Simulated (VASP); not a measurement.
# Ge2Sb2Te5 (P-3m1) in VASP: notebook

The runs below take Ge2Sb2Te5 through single point, with PBE.

Everything below comes from runs of VASP 6.6.1. Logs are shortened: lines on timing, memory, paths and dates and some standing lists are left out, and cuts for length are marked.

## (1) The cell of the first run

It takes space group P-3m1 (No. 164, trigonal). The conventional cell has a = 3.943 Å, b = 3.943 Å, c = 18.898 Å, α = 90.00°, β = 90.00°, γ = 120.00°. Ge (site symmetry 3m) has 6 Te at 2.71 to 3.25 Å within 3.6 Å. Sb (site symmetry 3m) has 6 Te at 2.92 to 3.11 Å and 6 Sb at 3.94 Å within 4.0 Å. Te (site symmetry -3m) has 6 Sb at 3.11 Å and 6 Te at 3.94 Å within 4.1 Å. Te (site symmetry 3m) has 3 Sb at 2.92 Å and 3 Ge at 3.25 Å and 6 Te at 3.94 Å within 4.0 Å. Te (site symmetry 3m) has 3 Ge at 2.71 Å within 3.6 Å.

## (2) Single point, PBE (28.27 Å³/atom)

Input file INCAR:

```
PREC = Accurate
ENCUT = 520
EDIFF = 1E-6
ISMEAR = 0
SIGMA = 0.03
LREAL = F
LASPH = T
NELM = 80
ALGO = Normal
ISIF = 2
LWAVE = F
LCHARG = T
GGA = PE
LELF = T
LVHAR = T
NBANDS = 44
```

Input file KPOINTS:

```
Automatic mesh
0
Gamma
  12 12 2
```

Input file POSCAR:

```
Ge2Sb2Te5
1.0
    3.9429223722      0.0000000000      0.0000000000
   -1.9714611861      3.4146709395      0.0000000000
    0.0000000000      0.0000000000     18.8980326378
Ge Sb Te
2 2 5
Direct
    0.0000000000      0.0000000000      0.3313200918
    0.0000000000      0.0000000000      0.6686799082
    0.3333333333      0.6666666667      0.1120971408
    0.6666666667      0.3333333333      0.8879028592
    0.0000000000      0.0000000000      0.0000000000
    0.3333333333      0.6666666667      0.7914345914
    0.6666666667      0.3333333333      0.2085654086
    0.3333333333      0.6666666667      0.4096023866
    0.6666666667      0.3333333333      0.5903976134
```

Potentials or basis: VASP PAW PBE potentials, release 64 (Ge_d, Sb, Te).

Command:

```
$ cat potpaw_PBE.64/Ge_d/POTCAR potpaw_PBE.64/Sb/POTCAR potpaw_PBE.64/Te/POTCAR > POTCAR
$ mpirun -np 1 vasp_std > vasp.out
```

OUTCAR:

```text
PREC = Accurate
   ENCUT = 520
   EDIFF = 1E-6
   ISMEAR = 0
   LREAL = F
   LASPH = T
   NELM = 80
   ISIF = 2
   GGA = PE

 ion  position               nearest neighbor table
   1  0.000  0.000  0.331-   8 2.71   8 2.71   8 2.71   7 3.25   7 3.25   7 3.25
   2  0.000  0.000  0.669-   9 2.71   9 2.71   9 2.71   6 3.25   6 3.25   6 3.25
   3  0.333  0.667  0.112-   7 2.92   7 2.92   7 2.92   5 3.11   5 3.11   5 3.11
   4  0.667  0.333  0.888-   6 2.92   6 2.92   6 2.92   5 3.11   5 3.11   5 3.11
   5  0.000  0.000  0.000-   3 3.11   4 3.11   4 3.11   3 3.11   4 3.11   3 3.11
   6  0.333  0.667  0.791-   4 2.92   4 2.92   4 2.92   2 3.25   2 3.25   2 3.25
   7  0.667  0.333  0.209-   3 2.92   3 2.92   3 2.92   1 3.25   1 3.25   1 3.25
   8  0.333  0.667  0.410-   1 2.71   1 2.71   1 2.71
   9  0.667  0.333  0.590-   2 2.71   2 2.71   2 2.71

  LATTYP: Found a hexagonal cell.
 ALAT       =     3.9429223722
 C/A-ratio  =     4.7929000000

  Lattice vectors:

 A1 = (   3.9429223722,   0.0000000000,   0.0000000000)
 A2 = (  -1.9714611861,   3.4146709395,   0.0000000000)
 A3 = (   0.0000000000,   0.0000000000,  18.8980326378)

Analysis of symmetry for initial positions (statically):
=====================================================================
 Subroutine PRICEL returns:
 Original cell was already a primitive cell.

 Routine SETGRP: Setting up the symmetry group for a
 hexagonal supercell.

 Subroutine GETGRP returns: Found 12 space group operations
 (whereof 12 operations were pure point group operations)
 out of a pool of 24 trial point group operations.

The static configuration has the point symmetry D_3d.

Analysis of symmetry for dynamics (positions and initial velocities):
=====================================================================
 Subroutine PRICEL returns:
 Original cell was already a primitive cell.

 Routine SETGRP: Setting up the symmetry group for a
 hexagonal supercell.

 Subroutine GETGRP returns: Found 12 space group operations
 (whereof 12 operations were pure point group operations)
 out of a pool of 24 trial point group operations.

The dynamic configuration has the point symmetry D_3d.

 Subroutine INISYM returns: Found 12 space group operations
 (whereof 12 operations are pure point group operations),
 and found     1 'primitive' translations

----------------------------------------------------------------------------------------

                                     Primitive cell

  volume of cell :     254.4390

  direct lattice vectors                    reciprocal lattice vectors
     3.942922372  0.000000000  0.000000000     0.253618993  0.146426994  0.000000000
    -1.971461186  3.414670940  0.000000000     0.000000000  0.292853987  0.000000000
     0.000000000  0.000000000 18.898032638     0.000000000  0.000000000  0.052915561

  length of vectors
     3.942922372  3.942922372 18.898032638     0.292853987  0.292853987  0.052915561

  position of ions in fractional coordinates (direct lattice)
     0.000000000  0.000000000  0.331320092
     0.000000000  0.000000000  0.668679908
     0.333333333  0.666666667  0.112097141
     0.666666667  0.333333333  0.887902859
     0.000000000  0.000000000  0.000000000
     0.333333333  0.666666667  0.791434591
     0.666666667  0.333333333  0.208565409
     0.333333333  0.666666667  0.409602387
     0.666666667  0.333333333  0.590397613

  ion indices of the primitive-cell ions
   primitive index   ion index
                 1           1
                 2           2
                 3           3
                 4           4
                 5           5
                 6           6
                 7           7
                 8           8
                 9           9

----------------------------------------------------------------------------------------

 KPOINTS: Automatic mesh

Automatic generation of k-mesh.
 Grid dimensions read from file:
 generate k-points for:   12   12    2

 Generating k-lattice:

  Cartesian coordinates                     Fractional coordinates (reciprocal lattice)
     0.021134916  0.012202249  0.000000000     0.083333333 -0.000000000  0.000000000
     0.000000000  0.024404499  0.000000000     0.000000000  0.083333333  0.000000000
     0.000000000  0.000000000  0.026457781     0.000000000  0.000000000  0.500000000

  Length of vectors
     0.024404499  0.024404499  0.026457781

  Shift w.r.t. Gamma in fractional coordinates (k-lattice)
     0.000000000  0.000000000  0.000000000

 Subroutine IBZKPT returns following result:
 ===========================================

 Found     38 irreducible k-points:

 Following reciprocal coordinates:
            Coordinates               Weight
  0.000000  0.000000  0.000000      1.000000
  0.083333  0.000000  0.000000      6.000000
  0.166667  0.000000  0.000000      6.000000
  0.250000 -0.000000  0.000000      6.000000
  0.333333  0.000000  0.000000      6.000000
  0.416667 -0.000000  0.000000      6.000000
[... 16 lines left out ...]
  0.250000 -0.000000  0.500000      6.000000
  0.333333  0.000000  0.500000      6.000000
 [... further k-points ...]
   k-points           NKPTS =     38   k-points in BZ     NKDIM =     38   number of bands    NBANDS=     44
   number of dos      NEDOS =    301   number of ions     NIONS =      9
   total plane-waves  NPLWV = 129600
   dimension x,y,z NGX =    30 NGY =   30 NGZ =  144
   dimension x,y,z NGXF=    60 NGYF=   60 NGZF=  288
   ions per type =               2   2   5
   NGX,Y,Z   is equivalent  to a cutoff of  12.65, 12.65, 12.67 a.u.
   NGXF,Y,Z  is equivalent  to a cutoff of  25.30, 25.30, 25.34 a.u.
 SYSTEM =  unknown system
   PREC   = accura    normal or accurate (medium, high low for compatibility)
   ISTART =      0    job   : 0-new  1-cont  2-samecut
   ICHARG =      2    charge: 1-file 2-atom 10-const
   ISPIN  =      1    spin polarized calculation?
   LNONCOLLINEAR =      F non collinear calculations
   LSORBIT =      F    spin-orbit coupling
   LASPH  =      T    aspherical Exc in radial PAW
   ENCUT  =  520.0 eV  38.22 Ry    6.18 a.u.   7.33  7.33 35.14*2*pi/ulx,y,z
   NELM   =     80;   NELMIN=  2; NELMDL= -5     # of ELM steps
   EDIFF  = 0.1E-05   stopping-criterion for ELM
   LREAL  =      F    real-space projection
   EDIFFG = 0.1E-04   stopping-criterion for IOM
   NSW    =      0    number of steps for IOM
   IBRION =     -1    ionic relax: 0-MD 1-quasi-New 2-CG
   NFREE  =      0    steps in history (QN), initial steepest desc. (CG)
   ISIF   =      2    stress and relaxation
   ISYM   =      2    0-nonsym 1-usesym 2-fastsym
   POTIM  = 0.5000    time-step for ionic-motion
   TEBEG  =    0.0;   TEEND  =   0.0 temperature during run
   PSTRESS=    0.0 pullay stress
   NELECT =      68.0000    total number of electrons
   NUPDOWN=      -1.0000    fix difference up-down
   EMIN   =  10.00;   EMAX   =-10.00  energy-range for DOS
   EFERMI =   0.00;   METHOD = LEGACY
   ISMEAR =     0;   SIGMA  =   0.03  broadening in eV -4-tet -1-fermi 0-gaus
   EFERMI_NEDOS =   21; number of points for ismear=-14 and -15
   IALGO  =     38    algorithm
   IMIX   =      4    mixing-type and parameters
     AMIX     =   0.40;   BMIX     =  1.00
     AMIX_MAG =   1.60;   BMIX_MAG =  1.00
  volume/ion in A,a.u.               =      28.27       190.78
  Fermi-wavevector in a.u.,A,eV,Ry     =   1.054508  1.992731 15.129505  1.111987
  Thomas-Fermi vector in A             =   2.189671
   LORBIT       =      0    0 simple, 1 ext, 2 COOP (PROOUT), +10 PAW based schemes
   GGA     = PE    functional components
   LHFCALC =     F    Hartree Fock is set to
   AEXX    =    0.0000 exact exchange contribution
   IVDW    =     0    specifies the selected vdW correction
   LEPSILON=     F    determine dielectric tensor
   LRPA    =     F    only Hartree local field effects (RPA)
 non-spin polarized calculation
 Gauss-broadening in eV      SIGMA  =   0.03
  energy-cutoff  :      520.00
  volume of cell :      254.44
 maximum number of plane-waves:      6900
 NGX is ok and might be reduce to    30
   NGX = 15   NGY = 15   NGZ = 71

 number of electron      68.0000005 magnetization

 Free energy of the ion-electron system (eV)
  ---------------------------------------------------
  ext. energy  EPLUGINS =         0.00000000
  ---------------------------------------------------
  free energy    TOTEN  =       -32.99408889 eV

  energy without entropy =      -32.99312044  energy(sigma->0) =      -32.99360466

 E-fermi :   7.1196     XC(G=0):  -9.6955

 val. band max:        7.1147286495   @ k =   0.0833   0.0000   0.0000
 cond. band min:       7.1202894593   @ k =   0.3333   0.0000   0.5000
 fundamental gap:      0.0055608098
 Fermi energy:         7.1196143045

 k-point     1 :       0.0000    0.0000    0.0000
  band No.  band energies     occupation
      1     -17.7276      2.00000
      2     -17.7276      2.00000
      3     -17.7276      2.00000
      4     -17.7276      2.00000
      5     -17.7097      2.00000
      6     -17.7097      2.00000
[... 36 lines left out ...]
     43       9.5119      0.00000
     44       9.7582      0.00000

 k-point     2 :       0.0833    0.0000    0.0000
  band No.  band energies     occupation
      1     -17.7278      2.00000
      2     -17.7278      2.00000
      3     -17.7272      2.00000
      4     -17.7272      2.00000
      5     -17.7099      2.00000
      6     -17.7099      2.00000
[... 36 lines left out ...]
     43       9.8151      0.00000
     44       9.9030      0.00000

 k-point     3 :       0.1667    0.0000    0.0000
  band No.  band energies     occupation
      1     -17.7287      2.00000
      2     -17.7287      2.00000
      3     -17.7262      2.00000
      4     -17.7262      2.00000
      5     -17.7105      2.00000
      6     -17.7105      2.00000
[... 976 lines left out ...]
     43      10.4098      0.00000
     44      10.6372      0.00000

 k-point    24 :       0.3333    0.0000    0.5000
  band No.  band energies     occupation
      1     -17.7310      2.00000
      2     -17.7310      2.00000
      3     -17.7237      2.00000
      4     -17.7237      2.00000
      5     -17.7121      2.00000
      6     -17.7121      2.00000
[... 36 lines left out ...]
     43      10.1274      0.00000
     44      10.4447      0.00000

 [... further k-points ...]

------------------------ aborting loop because EDIFF is reached ----------------------------------------

  FORCE on cell =-STRESS in cart. coord.  units (eV):
  Direction    XX          YY          ZZ          XY          YZ          ZX
  --------------------------------------------------------------------------------------
  -------------------------------------------------------------------------------------
  Total       12.6388879     12.6388879      6.0636034      0.0000000      0.0000000     -0.0000000
  in kB       79.5858328     79.5858328     38.1819138      0.0000000      0.0000000     -0.0000000
  external PRESSURE =      65.7845265 kB  Pullay stress =       0.0000000 kB

 VOLUME and BASIS-vectors are now :
 -----------------------------------------------------------------------------
  energy-cutoff  :      520.00
  volume of cell :      254.44
      direct lattice vectors                 reciprocal lattice vectors
     3.942922372  0.000000000  0.000000000     0.253618993  0.146426994  0.000000000
    -1.971461186  3.414670940  0.000000000     0.000000000  0.292853987  0.000000000
     0.000000000  0.000000000 18.898032638     0.000000000  0.000000000  0.052915561

 POSITION                                       TOTAL-FORCE (eV/Angst)
 -----------------------------------------------------------------------------------
      0.00000      0.00000      6.26130        -0.000000      0.000000     -0.474067
      0.00000      0.00000     12.63673         0.000000     -0.000000      0.474067
     -0.00000      2.27645      2.11842        -0.000000      0.000000     -0.433992
      1.97146      1.13822     16.77962        -0.000000     -0.000000      0.433992
      0.00000      0.00000      0.00000        -0.000000      0.000000      0.000000
     -0.00000      2.27645     14.95656        -0.000000      0.000000     -0.630451
      1.97146      1.13822      3.94148        -0.000000      0.000000      0.630451
     -0.00000      2.27645      7.74068         0.000000      0.000000      0.522654
      1.97146      1.13822     11.15735        -0.000000     -0.000000     -0.522654
 -----------------------------------------------------------------------------------
    total drift:                                0.000000      0.000000      0.000000

  FREE ENERGIE OF THE ION-ELECTRON SYSTEM (eV)
  ---------------------------------------------------
  free  energy   TOTEN  =       -32.9940888853 eV

  energy  without entropy=      -32.9931204445  energy(sigma->0) =      -32.99360466
```

Wall time 5.1 min (1 thread of Intel Xeon 6975P-C (Granite Rapids), shared host); peak memory 0.58 GiB.

Results:

| Property | Result |
| --- | --- |
| Free energy | -32.9941 eV |
| Pressure | 6.6 GPa |
| Largest force | 0.630 eV/Å |
| Band gap on the k mesh | zero (bands 34 and 35 overlap by 0.84 eV) |

Forces in eV/Å, atoms in the order of the input:
```
Ge   0.000  0.000 -0.474
Ge   0.000  0.000  0.474
Sb   0.000  0.000 -0.434
Sb   0.000  0.000  0.434
Te   0.000  0.000  0.000
Te   0.000  0.000 -0.630
Te   0.000  0.000  0.630
Te   0.000  0.000  0.523
Te   0.000  0.000 -0.523
```

Caveat: the cell stands under pressure; spin-orbit coupling is left out, which moves the levels of the heavy elements; this functional lacks dispersion, which binds the layers, so the pressure and a relaxed spacing across them are unreliable.

## (3) Single point, PBE (28.27 Å³/atom)

Input file INCAR:

```
PREC = Accurate
ENCUT = 520
EDIFF = 1E-6
ISMEAR = 0
SIGMA = 0.03
LREAL = False
LASPH = True
NELM = 80
ALGO = Normal
ISIF = 2
LWAVE = False
LCHARG = True
GGA = PE
LELF = True
LVHAR = True
NBANDS = 44
```

KPOINTS is that of step 2.

POSCAR, as its differences from that of step 2:

```diff
@@ -2,5 +2,5 @@
 1.0
-    3.9429223722      0.0000000000      0.0000000000
-   -1.9714611861      3.4146709395      0.0000000000
-    0.0000000000      0.0000000000     18.8980326378
+    4.1056387056      0.0000000000      0.0000000000
+   -2.0528193528      3.5555874178      0.0000000000
+    0.0000000000      0.0000000000     17.4297673544
 Ge Sb Te
```

Potentials or basis: VASP PAW PBE potentials, release 64 (Ge_d, Sb, Te).

Command:

```
$ cat potpaw_PBE.64/Ge_d/POTCAR potpaw_PBE.64/Sb/POTCAR potpaw_PBE.64/Te/POTCAR > POTCAR
$ mpirun -np 1 vasp_std > vasp.out
```

It took 4.6 min on 1 thread of Intel Xeon 6975P-C (Granite Rapids), shared host; peak memory 0.62 GiB.

Results (log left out):

* Free energy: -33.2734 eV
* Pressure: 6.6 GPa
* Largest force: 0.842 eV/Å
* Band gap on the k mesh: zero (bands 34 and 35 overlap by 0.03 eV)

Forces in eV/Å, atoms in the order of the input:
```
Ge   0.000  0.000 -0.556
Ge   0.000  0.000  0.556
Sb   0.000  0.000 -0.342
Sb   0.000  0.000  0.342
Te   0.000  0.000  0.000
Te   0.000  0.000 -0.842
Te   0.000  0.000  0.842
Te   0.000  0.000  0.730
Te   0.000  0.000 -0.730
```

Stress tensor (GPa, compression positive):
```
6.70 0.00 0.00
0.00 6.70 0.00
0.00 0.00 6.38
```

Levels at points of the mesh, in eV from the Fermi level:
```tsv
k point	band 32	band 33	band 34	band 35	band 36	band 37
(0.00, 0.00, 0.00)	-1.18	-1.03	-0.05	0.02	0.02	0.16
(0.50, 0.00, 0.00)	-2.06	-1.47	-1.27	0.28	0.35	0.63
(0.00, 0.00, 0.50)	-1.69	-0.88	-0.06	0.04	0.04	0.17
(0.50, 0.00, 0.50)	-2.16	-1.99	-0.77	-0.02	0.53	0.84
```

Caveat: the cell stands under pressure; spin-orbit coupling is left out, which moves the levels of the heavy elements; this functional lacks dispersion, which binds the layers, so the pressure and a relaxed spacing across them are unreliable.

(Part 1 of 2 ends here.)
